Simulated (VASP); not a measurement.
# TaAs (I4_1md) in VASP: a series of runs

The runs below take TaAs through single point, with PBE, PBEsol+U, PBEsol, LDA+U.

All numbers are computed with VASP 6.6.1; they aren't measurements. Logs are shortened: lines on timing, memory, paths and dates and some standing lists are left out, and cuts for length are marked.

### Step 1. The cell of the first run

Symmetry: I4_1md, No. 109, tetragonal system. Conventional cell: a = 3.466 Å, b = 3.466 Å, c = 11.814 Å, α = 90.00°, β = 90.00°, γ = 90.00°. Ta (site symmetry 2mm) has 6 As at 2.63 to 2.64 Å and 8 Ta at 3.42 to 3.47 Å within 3.5 Å. As (site symmetry 2mm) has 6 Ta at 2.63 to 2.64 Å and 8 As at 3.42 to 3.47 Å within 3.5 Å.

### Step 2. Single point, PBE (17.74 Å³/atom)

INCAR

```
SYSTEM = TaAs
ALGO = Normal ; EDIFF = 1E-7
ENCUT = 520 ; GGA = PE
ISIF = 2 ; ISMEAR = -1
LASPH = .TRUE. ; LCHARG = .FALSE.
LREAL = .FALSE. ; LWAVE = .FALSE.
NBANDS = 24 ; NELM = 60
PREC = Accurate ; SIGMA = 0.05
```

KPOINTS

```
k-points
0
G
  11 11 11
  0 0 0
```

POSCAR

```
TaAs
1.0
   -1.7332164320      1.7332164320      5.9068032086
    1.7332164320     -1.7332164320      5.9068032086
    1.7332164320      1.7332164320     -5.9068032086
Ta As
2 2
Direct
    0.4999673000      0.4999673000      0.0000000000
    0.2499673000      0.7499673000      0.5000000000
    0.0826321200      0.0826321200      0.0000000000
    0.8326321200      0.3326321200      0.5000000000
```

Potentials or basis: VASP PAW PBE potentials, release 64 (Ta_pv, As).

Started as:

```bash
cat potpaw_PBE.64/Ta_pv/POTCAR potpaw_PBE.64/As/POTCAR > POTCAR
mpirun -np 1 vasp_std > vasp.out
```

OUTCAR:

```text
SYSTEM = TaAs
   EDIFF = 1E-7
   ENCUT = 520
   GGA = PE
   ISIF = 2
   ISMEAR = -1
   LASPH = .TRUE.
   LREAL = .FALSE.
   NELM = 60
   PREC = Accurate

 ion  position               nearest neighbor table
   1  0.500  0.500  0.000-   4 2.63   4 2.63   3 2.64   3 2.64   3 2.64   3 2.64   2 3.42   2 3.42
                             2 3.42   2 3.42
   2  0.250  0.750  0.500-   3 2.63   3 2.63   4 2.64   4 2.64   4 2.64   4 2.64   1 3.42   1 3.42
                             1 3.42   1 3.42
   3  0.083  0.083  0.000-   2 2.63   2 2.63   1 2.64   1 2.64   1 2.64   1 2.64
   4  0.833  0.333  0.500-   1 2.63   1 2.63   2 2.64   2 2.64   2 2.64   2 2.64

  LATTYP: Found a body centered tetragonal cell.
 ALAT       =     3.4664328640
 C/A-ratio  =     3.4080009280

  Lattice vectors:

 A1 = (  -1.7332164320,   1.7332164320,   5.9068032086)
 A2 = (   1.7332164320,  -1.7332164320,   5.9068032086)
 A3 = (   1.7332164320,   1.7332164320,  -5.9068032086)

Analysis of symmetry for initial positions (statically):
=====================================================================
 Subroutine PRICEL returns:
 Original cell was already a primitive cell.

 Routine SETGRP: Setting up the symmetry group for a
 body centered tetragonal supercell.

 Subroutine GETGRP returns: Found  8 space group operations
 (whereof  4 operations were pure point group operations)
 out of a pool of 16 trial point group operations.

The static configuration has the point symmetry C_2v.
 The point group associated with its full space group is C_4v.

Analysis of symmetry for dynamics (positions and initial velocities):
=====================================================================
 Subroutine PRICEL returns:
 Original cell was already a primitive cell.

 Routine SETGRP: Setting up the symmetry group for a
 body centered tetragonal supercell.

 Subroutine GETGRP returns: Found  8 space group operations
 (whereof  4 operations were pure point group operations)
 out of a pool of 16 trial point group operations.

The dynamic configuration has the point symmetry C_2v.
 The point group associated with its full space group is C_4v.

 Subroutine INISYM returns: Found  8 space group operations
 (whereof  4 operations are pure point group operations),
 and found     1 'primitive' translations

----------------------------------------------------------------------------------------

                                     Primitive cell

  volume of cell :      70.9771

  direct lattice vectors                    reciprocal lattice vectors
    -1.733216432  1.733216432  5.906803209     0.000000000  0.288480995  0.084648156
     1.733216432 -1.733216432  5.906803209     0.288480995  0.000000000  0.084648156
     1.733216432  1.733216432 -5.906803209     0.288480995  0.288480995  0.000000000

  length of vectors
     6.395185888  6.395185888  6.395185888     0.300643634  0.300643634  0.407973735

  position of ions in fractional coordinates (direct lattice)
     0.499967300  0.499967300  0.000000000
     0.249967300  0.749967300  0.500000000
     0.082632120  0.082632120  0.000000000
     0.832632120  0.332632120  0.500000000

  ion indices of the primitive-cell ions
   primitive index   ion index
                 1           1
                 2           2
                 3           3
                 4           4

----------------------------------------------------------------------------------------

 KPOINTS: k-points

Automatic generation of k-mesh.
 Grid dimensions read from file:
 generate k-points for:   11   11   11

 Generating k-lattice:

  Cartesian coordinates                     Fractional coordinates (reciprocal lattice)
     0.000000000  0.026225545  0.007695287     0.090909091  0.000000000 -0.000000000
     0.026225545  0.000000000  0.007695287     0.000000000  0.090909091 -0.000000000
     0.026225545  0.026225545  0.000000000     0.000000000  0.000000000  0.090909091

  Length of vectors
     0.027331239  0.027331239  0.037088521

  Shift w.r.t. Gamma in fractional coordinates (k-lattice)
     0.000000000  0.000000000  0.000000000

 Subroutine IBZKPT returns following result:
 ===========================================

 Found    126 irreducible k-points:

 Following reciprocal coordinates:
            Coordinates               Weight
  0.000000  0.000000  0.000000      1.000000
  0.090909 -0.000000  0.000000      8.000000
  0.181818 -0.000000  0.000000      8.000000
  0.272727 -0.000000  0.000000      8.000000
  0.363636 -0.000000  0.000000      8.000000
  0.454545 -0.000000  0.000000      8.000000
[... 16 lines left out ...]
 -0.272727  0.181818  0.000000     16.000000
 -0.181818  0.181818  0.000000      4.000000
 [... further k-points ...]
   k-points           NKPTS =    126   k-points in BZ     NKDIM =    126   number of bands    NBANDS=     24
   number of dos      NEDOS =    301   number of ions     NIONS =      4
   total plane-waves  NPLWV = 110592
   dimension x,y,z NGX =    48 NGY =   48 NGZ =   48
   dimension x,y,z NGXF=    96 NGYF=   96 NGZF=   96
   ions per type =               2   2
   NGX,Y,Z   is equivalent  to a cutoff of  12.48, 12.48, 12.48 a.u.
   NGXF,Y,Z  is equivalent  to a cutoff of  24.96, 24.96, 24.96 a.u.
 SYSTEM =  TaAs
   PREC   = accura    normal or accurate (medium, high low for compatibility)
   ISTART =      0    job   : 0-new  1-cont  2-samecut
   ICHARG =      2    charge: 1-file 2-atom 10-const
   ISPIN  =      1    spin polarized calculation?
   LNONCOLLINEAR =      F non collinear calculations
   LSORBIT =      F    spin-orbit coupling
   LASPH  =      T    aspherical Exc in radial PAW
   ENCUT  =  520.0 eV  38.22 Ry    6.18 a.u.  11.89 11.89 11.89*2*pi/ulx,y,z
   NELM   =     60;   NELMIN=  2; NELMDL= -5     # of ELM steps
   EDIFF  = 0.1E-06   stopping-criterion for ELM
   LREAL  =      F    real-space projection
   EDIFFG = 0.1E-05   stopping-criterion for IOM
   NSW    =      0    number of steps for IOM
   IBRION =     -1    ionic relax: 0-MD 1-quasi-New 2-CG
   NFREE  =      0    steps in history (QN), initial steepest desc. (CG)
   ISIF   =      2    stress and relaxation
   ISYM   =      2    0-nonsym 1-usesym 2-fastsym
   POTIM  = 0.5000    time-step for ionic-motion
   TEBEG  =    0.0;   TEEND  =   0.0 temperature during run
   PSTRESS=    0.0 pullay stress
   NELECT =      32.0000    total number of electrons
   NUPDOWN=      -1.0000    fix difference up-down
   EMIN   =  10.00;   EMAX   =-10.00  energy-range for DOS
   EFERMI =   0.00;   METHOD = LEGACY
   ISMEAR =    -1;   SIGMA  =   0.05  broadening in eV -4-tet -1-fermi 0-gaus
   EFERMI_NEDOS =   21; number of points for ismear=-14 and -15
   IALGO  =     38    algorithm
   IMIX   =      4    mixing-type and parameters
     AMIX     =   0.40;   BMIX     =  1.00
     AMIX_MAG =   1.60;   BMIX_MAG =  1.00
  volume/ion in A,a.u.               =      17.74       119.74
  Fermi-wavevector in a.u.,A,eV,Ry     =   1.255313  2.372198 21.440217  1.575811
  Thomas-Fermi vector in A             =   2.389076
   LORBIT       =      0    0 simple, 1 ext, 2 COOP (PROOUT), +10 PAW based schemes
   GGA     = PE    functional components
   LHFCALC =     F    Hartree Fock is set to
   AEXX    =    0.0000 exact exchange contribution
   IVDW    =     0    specifies the selected vdW correction
   LEPSILON=     F    determine dielectric tensor
   LRPA    =     F    only Hartree local field effects (RPA)
 non-spin polarized calculation
  energy-cutoff  :      520.00
  volume of cell :       70.98
 maximum number of plane-waves:      1938
   NGX = 23   NGY = 23   NGZ = 23

 number of electron      32.0000001 magnetization

 Free energy of the ion-electron system (eV)
  ---------------------------------------------------
  ext. energy  EPLUGINS =         0.00000000
  ---------------------------------------------------
  free energy    TOTEN  =       -35.11378028 eV

  energy without entropy =      -35.10897570  energy(sigma->0) =      -35.11137799

 E-fermi :   6.7827     XC(G=0): -11.8127

 val. band max:        6.7448074401   @ k =  -0.2727   0.4545   0.2727
 cond. band min:       6.7991012042   @ k =  -0.1818  -0.4545   0.1818
 fundamental gap:      0.0542937641
 Fermi energy:         6.7826743929

 k-point     1 :       0.0000    0.0000    0.0000
  band No.  band energies     occupation
      1     -28.2360      2.00000
      2     -28.2055      2.00000
      3     -28.2055      2.00000
      4     -28.0636      2.00000
      5     -28.0636      2.00000
      6     -28.0186      2.00000
[... 16 lines left out ...]
     23      10.7830      0.00000
     24      10.7839      0.00000

 k-point     2 :       0.0909   -0.0000    0.0000
  band No.  band energies     occupation
      1     -28.2346      2.00000
      2     -28.2145      2.00000
      3     -28.2044      2.00000
      4     -28.0750      2.00000
      5     -28.0623      2.00000
      6     -28.0197      2.00000
[... 16 lines left out ...]
     23      10.4457      0.00000
     24      11.1596      0.00000

 k-point     3 :       0.1818   -0.0000    0.0000
  band No.  band energies     occupation
      1     -28.2556      2.00000
      2     -28.2134      2.00000
      3     -28.2015      2.00000
      4     -28.1041      2.00000
      5     -28.0588      2.00000
      6     -28.0243      2.00000
[... 16 lines left out ...]
     23      10.8970      0.00000
     24      11.9971      0.00000
[... 514 lines left out ...]
 k-point    23 :      -0.2727    0.1818    0.0000
  band No.  band energies     occupation
      1     -28.2905      2.00000
      2     -28.2443      2.00000
      3     -28.1884      2.00000
      4     -28.1350      2.00000
      5     -28.0936      2.00000
      6     -28.0265      2.00000
[... 16 lines left out ...]
     23      11.0637      0.00000
     24      12.5019      0.00000

 k-point    24 :      -0.1818    0.1818    0.0000
  band No.  band energies     occupation
      1     -28.2520      2.00000
      2     -28.2473      2.00000
      3     -28.2004      2.00000
      4     -28.1034      2.00000
      5     -28.0951      2.00000
      6     -28.0214      2.00000
[... 16 lines left out ...]
     23      10.6890      0.00000
     24      12.0548      0.00000

 [... further k-points ...]

------------------------ aborting loop because EDIFF is reached ----------------------------------------

  FORCE on cell =-STRESS in cart. coord.  units (eV):
  Direction    XX          YY          ZZ          XY          YZ          ZX
  --------------------------------------------------------------------------------------
  -------------------------------------------------------------------------------------
  Total       -0.3500976     -0.3500976     -0.6104069      0.0000000      0.0000000      0.0000000
  in kB       -7.9028112     -7.9028112    -13.7788158      0.0000000      0.0000000      0.0000000
  external PRESSURE =      -9.8614794 kB  Pullay stress =       0.0000000 kB

 VOLUME and BASIS-vectors are now :
 -----------------------------------------------------------------------------
  energy-cutoff  :      520.00
  volume of cell :       70.98
      direct lattice vectors                 reciprocal lattice vectors
    -1.733216432  1.733216432  5.906803209     0.000000000  0.288480995  0.084648156
     1.733216432 -1.733216432  5.906803209     0.288480995  0.000000000  0.084648156
     1.733216432  1.733216432 -5.906803209     0.288480995  0.288480995  0.000000000

 POSITION                                       TOTAL-FORCE (eV/Angst)
 -----------------------------------------------------------------------------------
      0.00000      0.00000      5.90642         0.000000     -0.000000      0.017381
      1.73322      0.00000      2.95302        -0.000000      0.000000      0.017381
      0.00000      0.00000      0.97618         0.000000      0.000000     -0.017381
     -0.00000      1.73322      3.92958         0.000000      0.000000     -0.017381
 -----------------------------------------------------------------------------------
    total drift:                                0.000000      0.000000     -0.001387

  FREE ENERGIE OF THE ION-ELECTRON SYSTEM (eV)
  ---------------------------------------------------
  free  energy   TOTEN  =       -35.1137802755 eV

  energy  without entropy=      -35.1089756992  energy(sigma->0) =      -35.11137799
```

It took 2.8 min on 1 thread of Intel Xeon 6975P-C (Granite Rapids), shared host; peak memory 0.44 GiB.

Results:

| Item | Value |
| --- | --- |
| Free energy | -35.1138 eV |
| Pressure | -1.0 GPa |
| Largest force | 0.017 eV/Å |
| Band gap on the k mesh | zero (filled and empty bands touch) |

Forces in eV/Å, atoms in the order of the input:
```
Ta   0.000  0.000  0.017
Ta   0.000  0.000  0.017
As   0.000  0.000 -0.017
As   0.000  0.000 -0.017
```

Stress tensor (GPa, compression positive):
```
-0.79  0.00  0.00
 0.00 -0.79  0.00
 0.00  0.00 -1.38
```

Levels at points of the mesh, in eV from the Fermi level:
```csv
k point,band 13,band 14,band 15,band 16,band 17,band 18,band 19,band 20
"(0.00, 0.00, 0.00)",-2.29,-1.90,-1.61,-1.61,0.89,1.53,2.27,3.02
```

Caveat: spin-orbit coupling is left out, which moves the levels of the heavy elements.

### Step 3. Single point, PBE (18.44 Å³/atom)

This run uses another cell than the first one, of 18.44 Å³/atom.

INCAR

```
SYSTEM = TaAs
  PREC = Accurate
  ENCUT = 520
  EDIFF = 1E-6
  ISMEAR = -1
  SIGMA = 0.05
  LREAL = .False.
  LASPH = .True.
  NELM = 60
  ALGO = Normal
  ISIF = 2
  LWAVE = .False.
  LCHARG = .False.
  GGA = PE
  NBANDS = 24
```

KPOINTS

```
regular mesh
0
Gamma
  11 11 11
  0 0 0
```

POSCAR

```
TaAs
1.0
   -1.7555829819      1.7555829819      5.9830284314
    1.7555829819     -1.7555829819      5.9830284314
    1.7555829819      1.7555829819     -5.9830284314
Ta As
2 2
Direct
    0.4999673000      0.4999673000      0.0000000000
    0.2499673000      0.7499673000      0.5000000000
    0.0826321200      0.0826321200      0.0000000000
    0.8326321200      0.3326321200      0.5000000000
```

Potentials or basis: VASP PAW PBE potentials, release 64 (Ta_pv, As).

Started as:

```bash
cat potpaw_PBE.64/Ta_pv/POTCAR potpaw_PBE.64/As/POTCAR > POTCAR
mpirun -np 1 vasp_std > vasp.out
```

It took 3.3 min on 1 thread of Intel Xeon 6975P-C (Granite Rapids), shared host; peak memory 0.45 GiB.

Results (log left out):

```
Free energy            : -35.0420 eV
Pressure               : -7.1 GPa
Band gap on the k mesh : zero (bands 16 and 17 overlap by 0.01 eV)
```

Stress tensor (GPa, compression positive):
```
-7.21  0.00  0.00
 0.00 -7.21  0.00
 0.00  0.00 -6.89
```

Levels at points of the mesh, in eV from the Fermi level:
```tsv
k point	band 13	band 14	band 15	band 16	band 17	band 18	band 19	band 20
(0.00, 0.00, 0.00)	-2.17	-1.80	-1.58	-1.58	0.84	1.45	2.16	2.86
```

Caveat: the cell stands under tension; spin-orbit coupling is left out, which moves the levels of the heavy elements.

### Step 4. Single point, PBEsol+U

This run uses another cell than the first one, of 17.40 Å³/atom.

INCAR

```
SYSTEM = TaAs
PREC = Accurate
ENCUT = 600
EDIFF = 1E-6
ISMEAR = -1
SIGMA = 0.05
LREAL = .FALSE.
LASPH = .TRUE.
NELM = 200
ALGO = Normal
ISIF = 2
LWAVE = .FALSE.
LCHARG = .FALSE.
LMAXMIX = 4
LDAU = .TRUE.
LDAUTYPE = 2
LDAUL = 2 -1
LDAUU = 6 0
LDAUJ = 0 0
LDAUPRINT = 1
GGA = PS
NBANDS = 36
GGA_COMPAT = .FALSE.
```

KPOINTS

```
Automatic mesh
0
G
  11 11 11
  0 0 0
```

POSCAR

```
TaAs
1.0
   -1.7218133622      1.7218133622      5.8679415361
    1.7218133622     -1.7218133622      5.8679415361
    1.7218133622      1.7218133622     -5.8679415361
Ta As
2 2
Direct
    0.4999673000      0.4999673000      0.0000000000
    0.2499673000      0.7499673000      0.5000000000
    0.0826321200      0.0826321200      0.0000000000
    0.8326321200      0.3326321200      0.5000000000
```

Potentials or basis: VASP PAW PBE potentials, release 64 (Ta_sv_GW, As_d).

Started as:

```bash
cat potpaw_PBE.64/Ta_sv_GW/POTCAR potpaw_PBE.64/As_d/POTCAR > POTCAR
mpirun -np 1 vasp_std > vasp.out
```

Run time: 29 min. Hardware: 1 thread of Intel Xeon Platinum 8259CL at 2.50GHz (Skylake/Cascade Lake), shared host; peak memory 0.65 GiB.

The run converged. Its results:

```yaml
Free_energy: -32.2987 eV
Pressure: 6.5 GPa
Largest_force: 0.023 eV/Å
Band_gap_on_the_k_mesh: zero (bands 28 and 29 overlap by 0.04 eV)
```

Forces in eV/Å, atoms in the order of the input:
```
Ta   0.000  0.000  0.023
Ta   0.000  0.000  0.023
As   0.000  0.000 -0.023
As   0.000  0.000 -0.023
```

Stress tensor (GPa, compression positive):
```
6.95 0.00 0.00
0.00 6.95 0.00
0.00 0.00 5.48
```

Levels at points of the mesh, in eV from the Fermi level:
```csv
k point,band 24,band 25,band 26,band 27,band 28,band 29,band 30,band 31,band 32,band 33
"(0.00, 0.00, 0.00)",-2.73,-2.46,-2.07,-1.92,-1.92,1.04,1.74,2.08,2.81,2.97
```

Eigenvalues of the final occupation matrices:
| site | spin | trace | eigenvalues |
| --- | --- | --- | --- |
| site 1 d | 1 | 1.06 | 0.19 0.21 0.21 0.22 0.22 |
| site 1 d | 2 | 1.06 | 0.19 0.21 0.21 0.22 0.22 |
| site 2 d | 1 | 1.06 | 0.19 0.21 0.21 0.22 0.22 |
| site 2 d | 2 | 1.06 | 0.19 0.21 0.21 0.22 0.22 |

Caveat: the cell stands under pressure; the PAW data sets were made with another functional, which shifts forces and pressure a little; spin-orbit coupling is left out, which moves the levels of the heavy elements; U without spin polarisation on a metal has little footing; the U is typed as a test and isn't derived for this compound.

### Step 5. Single point, PBEsol, non-collinear spin, zero start, spin-orbit coupling

This run uses another cell than the first one, of 17.40 Å³/atom.

INCAR

```
PREC = Accurate
ENCUT = 520
EDIFF = 1E-6
ISMEAR = -1
SIGMA = 0.05
LREAL = F
LASPH = T
NELM = 150
ALGO = Normal
ISIF = 2
LWAVE = F
LCHARG = F
LNONCOLLINEAR = T
MAGMOM = 0 0 0 0 0 0 0 0 0 0 0 0
LORBIT = 11
LSORBIT = T
GGA_COMPAT = F
LORBMOM = T
LMAXMIX = 4
GGA = PS
NBANDS = 46
```

KPOINTS

```
Automatic mesh
0
Gamma
  8 8 8
```

POSCAR is that of step 4.

Potentials or basis: VASP PAW PBE potentials, release 64 (Ta_pv, As).

Started as:

```bash
cat potpaw_PBE.64/Ta_pv/POTCAR potpaw_PBE.64/As/POTCAR > POTCAR
mpirun -np 1 vasp_ncl > vasp.out
```

Run time: 36 min. Hardware: 1 thread of Intel Xeon Platinum 8488C (Sapphire Rapids), shared host; peak memory 1 GiB.

Results (log left out):

```yaml
Free_energy: -39.1594 eV
Pressure: -3.0 GPa
Largest_force: 0.030 eV/Å
Net_moment: 0.00 μB per cell
Valence_electrons_inside_the_program's_atomic_spheres: Ta 8.85; As 2.94
```

Forces on the atoms (eV/Å):
```
Ta   0.000  0.000  0.030
Ta   0.000  0.000  0.030
As   0.000  0.000 -0.030
As   0.000  0.000 -0.030
```

Stress tensor (GPa, compression positive):
```
-2.83  0.00  0.00
 0.00 -2.83  0.00
 0.00  0.00 -3.27
```

Moments on the atoms (μB; x, y, z):
```
Ta  0.00 0.00 0.00
Ta  0.00 0.00 0.00
As  0.00 0.00 0.00
As  0.00 0.00 0.00
```

Caveat: the PAW data sets were made with another functional, which shifts forces and pressure a little.

[end of part 1 of 2]

The gap in the log of VASP goes by the Fermi energy; the results here count the filled bands.